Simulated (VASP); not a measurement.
# MgS in VASP: notebook

The runs below take MgS through single point, with PBE.

Everything below comes from runs of VASP 6.6.1. Logs are shortened: lines on timing, memory, paths and dates and some standing lists are left out, and cuts for length are marked.

## 1. The cell of the first run

The structure is tetragonal, space group P4_2/mnm (No. 136). The conventional cell has a = 6.877 Å, b = 6.877 Å, c = 4.080 Å, α = 90.00°, β = 90.00°, γ = 90.00°. Mg (site symmetry m2m) has 4 S at 2.45 to 2.48 Å within 3.2 Å. Within 3.2 Å of S (site symmetry m2m) lie 4 Mg at 2.45 to 2.48 Å.

## 2. Single point, PBE

File INCAR:

```
SYSTEM = MgS
PREC = Accurate
ENCUT = 520
EDIFF = 1E-6
ISMEAR = 0
SIGMA = 0.1
LREAL = .False.
LASPH = .True.
NELM = 100
ALGO = Normal
ISIF = 2
LWAVE = .False.
LCHARG = .False.
GGA = PE
NBANDS = 26
```

File KPOINTS:

```
regular mesh
0
Gamma
  4 2 2
  0 0 0
```

File POSCAR:

```
MgS
1.0
    0.0000000000      0.0000000000      4.0798208312
    6.8773205027      0.0000000000      0.0000000000
    0.0000000000      6.8773205027      0.0000000000
Mg S
4 4
Direct
    1.0000000000      0.6732446447      0.6732446447
    0.5000000000      0.8267553553      0.1732446447
    0.0000000000      0.3267553553      0.3267553553
    0.5000000000      0.1732446447      0.8267553553
    0.5000000000      0.8122174204      0.8122174204
    0.0000000000      0.6877825796      0.3122174204
    0.5000000000      0.1877825796      0.1877825796
    0.0000000000      0.3122174204      0.6877825796
```

Potentials or basis: VASP PAW PBE potentials, release 64 (Mg, S).

Started as:

```bash
$ cat potpaw_PBE.64/Mg/POTCAR potpaw_PBE.64/S/POTCAR > POTCAR
$ mpirun -np 1 vasp_std > vasp.out
```

OUTCAR:

```text
SYSTEM = MgS
   PREC = Accurate
   ENCUT = 520
   EDIFF = 1E-6
   ISMEAR = 0
   LREAL = .False.
   LASPH = .True.
   NELM = 100
   ISIF = 2
   GGA = PE

 ion  position               nearest neighbor table
   1  0.000  0.673  0.673-   5 2.45   5 2.45   8 2.48   6 2.48   3 3.37
   2  0.500  0.827  0.173-   6 2.45   6 2.45   7 2.48   5 2.48   4 3.37
   3  0.000  0.327  0.327-   7 2.45   7 2.45   8 2.48   6 2.48   1 3.37
   4  0.500  0.173  0.827-   8 2.45   8 2.45   5 2.48   7 2.48   2 3.37
   5  0.500  0.812  0.812-   1 2.45   1 2.45   4 2.48   2 2.48
   6  0.000  0.688  0.312-   2 2.45   2 2.45   3 2.48   1 2.48
   7  0.500  0.188  0.188-   3 2.45   3 2.45   4 2.48   2 2.48
   8  0.000  0.312  0.688-   4 2.45   4 2.45   1 2.48   3 2.48

  LATTYP: Found a simple tetragonal cell.
 ALAT       =     6.8773205027
 C/A-ratio  =     0.5932282536

  Lattice vectors:

 A1 = (   6.8773205027,   0.0000000000,   0.0000000000)
 A2 = (   0.0000000000,   6.8773205027,   0.0000000000)
 A3 = (   0.0000000000,   0.0000000000,   4.0798208312)

Analysis of symmetry for initial positions (statically):
=====================================================================
 Subroutine PRICEL returns:
 Original cell was already a primitive cell.

 Routine SETGRP: Setting up the symmetry group for a
 simple tetragonal supercell.

 Subroutine GETGRP returns: Found 16 space group operations
 (whereof  8 operations were pure point group operations)
 out of a pool of 16 trial point group operations.

The static configuration has the point symmetry D_2h.
 The point group associated with its full space group is D_4h.

Analysis of symmetry for dynamics (positions and initial velocities):
=====================================================================
 Subroutine PRICEL returns:
 Original cell was already a primitive cell.

 Routine SETGRP: Setting up the symmetry group for a
 simple tetragonal supercell.

 Subroutine GETGRP returns: Found 16 space group operations
 (whereof  8 operations were pure point group operations)
 out of a pool of 16 trial point group operations.

The dynamic configuration has the point symmetry D_2h.
 The point group associated with its full space group is D_4h.

 Subroutine INISYM returns: Found 16 space group operations
 (whereof  8 operations are pure point group operations),
 and found     1 'primitive' translations

----------------------------------------------------------------------------------------

                                     Primitive cell

  volume of cell :     192.9655

  direct lattice vectors                    reciprocal lattice vectors
     0.000000000  0.000000000  4.079820831     0.000000000  0.000000000  0.245108803
     6.877320503  0.000000000  0.000000000     0.145405467  0.000000000  0.000000000
     0.000000000  6.877320503  0.000000000     0.000000000  0.145405467  0.000000000

  length of vectors
     4.079820831  6.877320503  6.877320503     0.245108803  0.145405467  0.145405467

  position of ions in fractional coordinates (direct lattice)
     0.000000000  0.673244645  0.673244645
     0.500000000  0.826755355  0.173244645
     0.000000000  0.326755355  0.326755355
     0.500000000  0.173244645  0.826755355
     0.500000000  0.812217420  0.812217420
     0.000000000  0.687782580  0.312217420
     0.500000000  0.187782580  0.187782580
     0.000000000  0.312217420  0.687782580

  ion indices of the primitive-cell ions
   primitive index   ion index
                 1           1
                 2           2
                 3           3
                 4           4
                 5           5
                 6           6
                 7           7
                 8           8

----------------------------------------------------------------------------------------

 KPOINTS: regular mesh

Automatic generation of k-mesh.
 Grid dimensions read from file:
 generate k-points for:    4    2    2

 Generating k-lattice:

  Cartesian coordinates                     Fractional coordinates (reciprocal lattice)
     0.000000000  0.000000000  0.061277201     0.250000000  0.000000000  0.000000000
     0.072702734  0.000000000  0.000000000     0.000000000  0.500000000  0.000000000
     0.000000000  0.072702734  0.000000000     0.000000000  0.000000000  0.500000000

  Length of vectors
     0.061277201  0.072702734  0.072702734

  Shift w.r.t. Gamma in fractional coordinates (k-lattice)
     0.000000000  0.000000000  0.000000000

 Subroutine IBZKPT returns following result:
 ===========================================

 Found      9 irreducible k-points:

 Following reciprocal coordinates:
            Coordinates               Weight
  0.000000  0.000000  0.000000      1.000000
  0.250000  0.000000  0.000000      2.000000
  0.500000  0.000000  0.000000      1.000000
  0.000000  0.500000  0.000000      2.000000
  0.250000  0.500000  0.000000      4.000000
  0.500000  0.500000  0.000000      2.000000
  0.000000  0.500000  0.500000      1.000000
  0.250000  0.500000  0.500000      2.000000
  0.500000  0.500000  0.500000      1.000000
   k-points           NKPTS =      9   k-points in BZ     NKDIM =      9   number of bands    NBANDS=     26
   number of dos      NEDOS =    301   number of ions     NIONS =      8
   total plane-waves  NPLWV =  87480
   dimension x,y,z NGX =    30 NGY =   54 NGZ =   54
   dimension x,y,z NGXF=    60 NGYF=  108 NGZF=  108
   ions per type =               4   4
   NGX,Y,Z   is equivalent  to a cutoff of  12.22, 13.05, 13.05 a.u.
   NGXF,Y,Z  is equivalent  to a cutoff of  24.45, 26.11, 26.11 a.u.
 SYSTEM =  MgS
   PREC   = accura    normal or accurate (medium, high low for compatibility)
   ISTART =      0    job   : 0-new  1-cont  2-samecut
   ICHARG =      2    charge: 1-file 2-atom 10-const
   ISPIN  =      1    spin polarized calculation?
   LNONCOLLINEAR =      F non collinear calculations
   LSORBIT =      F    spin-orbit coupling
   LASPH  =      T    aspherical Exc in radial PAW
   ENCUT  =  520.0 eV  38.22 Ry    6.18 a.u.   7.59 12.79 12.79*2*pi/ulx,y,z
   NELM   =    100;   NELMIN=  2; NELMDL= -5     # of ELM steps
   EDIFF  = 0.1E-05   stopping-criterion for ELM
   LREAL  =      F    real-space projection
   EDIFFG = 0.1E-04   stopping-criterion for IOM
   NSW    =      0    number of steps for IOM
   IBRION =     -1    ionic relax: 0-MD 1-quasi-New 2-CG
   NFREE  =      0    steps in history (QN), initial steepest desc. (CG)
   ISIF   =      2    stress and relaxation
   ISYM   =      2    0-nonsym 1-usesym 2-fastsym
   POTIM  = 0.5000    time-step for ionic-motion
   TEBEG  =    0.0;   TEEND  =   0.0 temperature during run
   PSTRESS=    0.0 pullay stress
   NELECT =      32.0000    total number of electrons
   NUPDOWN=      -1.0000    fix difference up-down
   EMIN   =  10.00;   EMAX   =-10.00  energy-range for DOS
   EFERMI =   0.00;   METHOD = LEGACY
   ISMEAR =     0;   SIGMA  =   0.10  broadening in eV -4-tet -1-fermi 0-gaus
   EFERMI_NEDOS =   21; number of points for ismear=-14 and -15
   IALGO  =     38    algorithm
   IMIX   =      4    mixing-type and parameters
     AMIX     =   0.40;   BMIX     =  1.00
     AMIX_MAG =   1.60;   BMIX_MAG =  1.00
  volume/ion in A,a.u.               =      24.12       162.77
  Fermi-wavevector in a.u.,A,eV,Ry     =   0.899425  1.699667 11.006641  0.808965
  Thomas-Fermi vector in A             =   2.022257
   LORBIT       =      0    0 simple, 1 ext, 2 COOP (PROOUT), +10 PAW based schemes
   GGA     = PE    functional components
   LHFCALC =     F    Hartree Fock is set to
   AEXX    =    0.0000 exact exchange contribution
   IVDW    =     0    specifies the selected vdW correction
   LEPSILON=     F    determine dielectric tensor
   LRPA    =     F    only Hartree local field effects (RPA)
 non-spin polarized calculation
 Gauss-broadening in eV      SIGMA  =   0.10
  energy-cutoff  :      520.00
  volume of cell :      192.97
 maximum number of plane-waves:      5216
   NGX = 15   NGY = 25   NGZ = 25

 number of electron      31.9999996 magnetization

 Free energy of the ion-electron system (eV)
  ---------------------------------------------------
  ext. energy  EPLUGINS =         0.00000000
  ---------------------------------------------------
  free energy    TOTEN  =       -33.76128110 eV

  energy without entropy =      -33.76128110  energy(sigma->0) =      -33.76128110

 E-fermi :   1.2528     XC(G=0):  -8.0809

 val. band max:        0.7555818748   @ k =   0.0000   0.0000   0.0000
 cond. band min:       4.1025131156   @ k =   0.0000   0.0000   0.0000
 fundamental gap:      3.3469312408
 Fermi energy:         1.2527593752

 k-point     1 :       0.0000    0.0000    0.0000
  band No.  band energies     occupation
      1     -10.5307      2.00000
      2      -9.8686      2.00000
      3      -9.8686      2.00000
      4      -9.7645      2.00000
      5      -2.6700      2.00000
      6      -1.5434      2.00000
[... 18 lines left out ...]
     25       8.6536      0.00000
     26       9.0218      0.00000

 k-point     2 :       0.2500    0.0000    0.0000
  band No.  band energies     occupation
      1     -10.3361      2.00000
      2      -9.7722      2.00000
      3      -9.7677      2.00000
      4      -9.7677      2.00000
      5      -2.3312      2.00000
      6      -1.2656      2.00000
[... 18 lines left out ...]
     25       8.1924      0.00000
     26       8.1968      0.00000

 k-point     3 :       0.5000    0.0000    0.0000
  band No.  band energies     occupation
      1      -9.9566      2.00000
      2      -9.9566      2.00000
      3      -9.6602      2.00000
      4      -9.6602      2.00000
      5      -1.7426      2.00000
      6      -1.7426      2.00000
[... 137 lines left out ...]
 k-point     8 :       0.2500    0.5000    0.5000
  band No.  band energies     occupation
      1     -10.0406      2.00000
      2     -10.0406      2.00000
      3      -9.7982      2.00000
      4      -9.7982      2.00000
      5      -1.9961      2.00000
      6      -1.9961      2.00000
[... 18 lines left out ...]
     25       8.0445      0.00000
     26       8.0445      0.00000

 k-point     9 :       0.5000    0.5000    0.5000
  band No.  band energies     occupation
      1      -9.9244      2.00000
      2      -9.9244      2.00000
      3      -9.6852      2.00000
      4      -9.6852      2.00000
      5      -2.4005      2.00000
      6      -2.4005      2.00000
[... 18 lines left out ...]
     25       9.1349      0.00000
     26       9.1352      0.00000

------------------------ aborting loop because EDIFF is reached ----------------------------------------

  FORCE on cell =-STRESS in cart. coord.  units (eV):
  Direction    XX          YY          ZZ          XY          YZ          ZX
  --------------------------------------------------------------------------------------
  -------------------------------------------------------------------------------------
  Total       -0.1841980     -0.1841980     -0.1340559      0.0000000      0.0000000      0.0000000
  in kB       -1.5293817     -1.5293817     -1.1130554      0.0000000      0.0000000      0.0000000
  external PRESSURE =      -1.3906062 kB  Pullay stress =       0.0000000 kB

 VOLUME and BASIS-vectors are now :
 -----------------------------------------------------------------------------
  energy-cutoff  :      520.00
  volume of cell :      192.97
      direct lattice vectors                 reciprocal lattice vectors
     0.000000000  0.000000000  4.079820831     0.000000000  0.000000000  0.245108803
     6.877320503  0.000000000  0.000000000     0.145405467  0.000000000  0.000000000
     0.000000000  6.877320503  0.000000000     0.000000000  0.145405467  0.000000000

 POSITION                                       TOTAL-FORCE (eV/Angst)
 -----------------------------------------------------------------------------------
      4.63012      4.63012      0.00000        -0.003091     -0.003091     -0.000000
      5.68586      1.19146      2.03991         0.003091     -0.003091     -0.000000
      2.24720      2.24720      0.00000         0.003091      0.003091      0.000000
      1.19146      5.68586      2.03991        -0.003091      0.003091      0.000000
      5.58588      5.58588      2.03991         0.002023      0.002023     -0.000000
      4.73010      2.14722      0.00000        -0.002023      0.002023      0.000000
      1.29144      1.29144      2.03991        -0.002023     -0.002023      0.000000
      2.14722      4.73010      0.00000         0.002023     -0.002023      0.000000
 -----------------------------------------------------------------------------------
    total drift:                                0.000000      0.000000      0.000000

  FREE ENERGIE OF THE ION-ELECTRON SYSTEM (eV)
  ---------------------------------------------------
  free  energy   TOTEN  =       -33.7612810952 eV

  energy  without entropy=      -33.7612810952  energy(sigma->0) =      -33.76128110
```

Wall time 52 s (1 thread of Intel Xeon Platinum 8488C (Sapphire Rapids), shared host); peak memory 0.28 GiB.

Results:

| Quantity | Value |
| --- | --- |
| Free energy | -33.7613 eV |
| Pressure | -0.1 GPa |
| Largest force | 0.004 eV/Å |
| Band gap on the k mesh | 3.35 eV, direct |

Forces in eV/Å, atoms in the order of the input:
```
Mg  -0.003 -0.003  0.000
Mg   0.003 -0.003  0.000
Mg   0.003  0.003  0.000
Mg  -0.003  0.003  0.000
S    0.002  0.002  0.000
S   -0.002  0.002  0.000
S   -0.002 -0.002  0.000
S    0.002 -0.002  0.000
```

Levels at points of the mesh, in eV from the valence-band top:
```tsv
k point	band 14	band 15	band 16	band 17	band 18	band 19
(0.00, 0.00, 0.00)	-0.06	-0.06	0.00	3.35	4.75	5.03
(0.50, 0.00, 0.00)	-0.90	-0.83	-0.83	5.16	5.16	6.61
(0.00, 0.50, 0.00)	-0.39	-0.34	-0.34	4.80	4.80	5.09
(0.50, 0.50, 0.00)	-0.74	-0.43	-0.43	5.07	5.07	5.48
(0.00, 0.50, 0.50)	-0.59	-0.56	-0.56	4.94	4.94	5.57
(0.50, 0.50, 0.50)	-0.66	-0.51	-0.51	4.51	4.51	4.88
```

Caveat: the k points lie up to 0.46 Å⁻¹ apart.

## 3. Single point, PBE

File INCAR:

```
  PREC = Accurate
  ENCUT = 520
  EDIFF = 1E-6
  ISMEAR = 0
  SIGMA = 0.1
  LREAL = F
  LASPH = T
  NELM = 60
  ALGO = Normal
  ISIF = 2
  LWAVE = F
  LCHARG = F
  GGA = PE
  NBANDS = 26
```

File KPOINTS:

```
Automatic mesh
0
Gamma
  4 2 2
```

File POSCAR:

```
MgS
1.0
    0.0015896868      0.0002001610      4.0817923783
    6.8809682304     -0.0009126383      0.0026976482
   -0.0010419996      6.8727879095      0.0001630766
Mg S
4 4
Direct
    1.0008821650      0.6734663407      0.6731804430
    0.5010111123      0.8266066016      0.1732768111
   -0.0007960020      0.3265638915      0.3268433921
    0.4988751021      0.1733155471      0.8267429463
    0.5007647801      0.8129189714      0.8119809414
    0.0010723558      0.6871641797      0.3120428367
    0.4992688524      0.1871601751      0.1879563044
   -0.0010783657      0.3128042929      0.6879763251
```

Potentials or basis: VASP PAW PBE potentials, release 64 (Mg, S).

Started as:

```bash
$ cat potpaw_PBE.64/Mg/POTCAR potpaw_PBE.64/S/POTCAR > POTCAR
$ mpirun -np 1 vasp_std > vasp.out
```

Wall time 71 s (1 thread of Intel Xeon Platinum 8488C (Sapphire Rapids), shared host); peak memory 0.29 GiB.

It converged, with:

```
Free energy            : -33.7611 eV
Pressure               : -0.1 GPa
Largest force          : 0.021 eV/Å
Band gap on the k mesh : 3.35 eV, direct
```

Forces in eV/Å, atoms in the order of the input:
```
Mg   0.002  0.003  0.000
Mg  -0.005 -0.001 -0.003
Mg  -0.005 -0.003 -0.001
Mg   0.010 -0.001  0.006
S   -0.019 -0.008 -0.005
S    0.013 -0.011 -0.002
S    0.014  0.010  0.006
S   -0.011  0.011  0.000
```

Stress tensor (GPa, compression positive):
```
-0.11  0.01 -0.02
 0.01 -0.13 -0.01
-0.02 -0.01 -0.20
```

Levels at points of the mesh, in eV from the valence-band top:
```csv
k point,band 12,band 13,band 14,band 15,band 16,band 17,band 18,band 19,band 20,band 21
"(0.00, 0.00, 0.00)",-0.54,-0.27,-0.06,-0.05,0.00,3.35,4.75,5.03,5.04,5.63
"(0.50, 0.00, 0.00)",-1.09,-0.90,-0.90,-0.83,-0.82,5.16,5.16,6.61,6.61,6.64
"(0.00, 0.50, 0.00)",-0.91,-0.39,-0.39,-0.34,-0.34,4.80,4.80,5.09,5.09,6.22
"(0.50, 0.50, 0.00)",-1.07,-0.74,-0.74,-0.43,-0.42,5.07,5.07,5.47,5.48,5.87
"(0.00, 0.00, 0.50)",-0.91,-0.39,-0.39,-0.34,-0.34,4.80,4.80,5.08,5.08,6.22
"(0.50, 0.00, 0.50)",-1.08,-0.74,-0.73,-0.42,-0.42,5.07,5.08,5.48,5.48,5.87
"(0.00, 0.50, 0.50)",-0.75,-0.58,-0.58,-0.55,-0.55,4.93,4.93,5.56,5.57,6.12
"(0.50, 0.50, 0.50)",-0.77,-0.66,-0.66,-0.51,-0.51,4.52,4.52,4.88,4.88,6.32
```

Caveat: the k points lie up to 0.46 Å⁻¹ apart.

## 4. Single point, PBE

This run uses another cell than the first one, of 21.40 Å³/atom, 0.887 times its volume.

File INCAR:

```
SYSTEM = MgS
  ALGO = Normal
  EDIFF = 1E-7
  ENCUT = 520
  GGA = PE
  ISIF = 2
  ISMEAR = 0
  LASPH = .TRUE.
  LCHARG = .FALSE.
  LREAL = .FALSE.
  LWAVE = .FALSE.
  NBANDS = 26
  NELM = 100
  PREC = Accurate
  SIGMA = 0.1
```

File KPOINTS:

```
k-points
0
G
  4 4 4
  0 0 0
```

File POSCAR:

```
MgS
1.0
    6.6177663500      0.0000000000      0.0000000000
    0.0000000000      6.6177663500      0.0000000000
    0.0000000000      0.0000000000      3.9085750900
Mg S
4 4
Direct
    0.6823628100      0.6823628100      0.0000000000
    0.8176371900      0.1823628100      0.5000000000
    0.3176371900      0.3176371900      0.0000000000
    0.1823628100      0.8176371900      0.5000000000
    0.8176371900      0.8176371900      0.5000000000
    0.6823628100      0.3176371900      0.0000000000
    0.1823628100      0.1823628100      0.5000000000
    0.3176371900      0.6823628100      0.0000000000
```

Started as:

```bash
$ cat potpaw_PBE.64/Mg/POTCAR potpaw_PBE.64/S/POTCAR > POTCAR
$ mpirun -np 1 vasp_std > vasp.out
```

Run time: 93 s. Hardware: 1 thread of Intel Xeon Platinum 8488C (Sapphire Rapids), shared host; peak memory 0.28 GiB.

The run converged. Its results:

```
Free energy            : -33.2041 eV
Pressure               : 8.1 GPa
Largest force          : 0.392 eV/Å
Band gap on the k mesh : 3.80 eV, direct
```

Forces on the atoms (eV/Å):
```
Mg  -0.277 -0.277  0.000
Mg   0.277 -0.277  0.000
Mg   0.277  0.277  0.000
Mg  -0.277  0.277  0.000
S   -0.027 -0.027  0.000
S    0.027 -0.027  0.000
S    0.027  0.027  0.000
S   -0.027  0.027  0.000
```

Stress tensor (GPa, compression positive):
```
 7.06  0.00  0.00
 0.00  7.06  0.00
 0.00  0.00 10.05
```

Levels at points of the mesh, in eV from the valence-band top:
| k point | band 14 | band 15 | band 16 | band 17 | band 18 | band 19 |
| --- | --- | --- | --- | --- | --- | --- |
| (0.00, 0.00, 0.00) | -0.09 | 0.00 | 0.00 | 3.80 | 4.81 | 5.45 |
| (0.50, 0.00, 0.00) | -0.47 | -0.40 | -0.40 | 5.17 | 5.17 | 5.37 |
| (0.50, 0.50, 0.00) | -0.68 | -0.52 | -0.52 | 5.20 | 5.20 | 5.54 |
| (0.00, 0.00, 0.50) | -1.15 | -0.78 | -0.78 | 5.18 | 5.18 | 6.52 |
| (0.50, 0.00, 0.50) | -0.92 | -0.37 | -0.37 | 5.15 | 5.15 | 5.60 |
| (0.50, 0.50, 0.50) | -0.72 | -0.70 | -0.70 | 4.76 | 4.76 | 4.87 |

PBE gaps usually lie below the measured ones, often by a third to a half.

(Continued in part 2 of 2.)
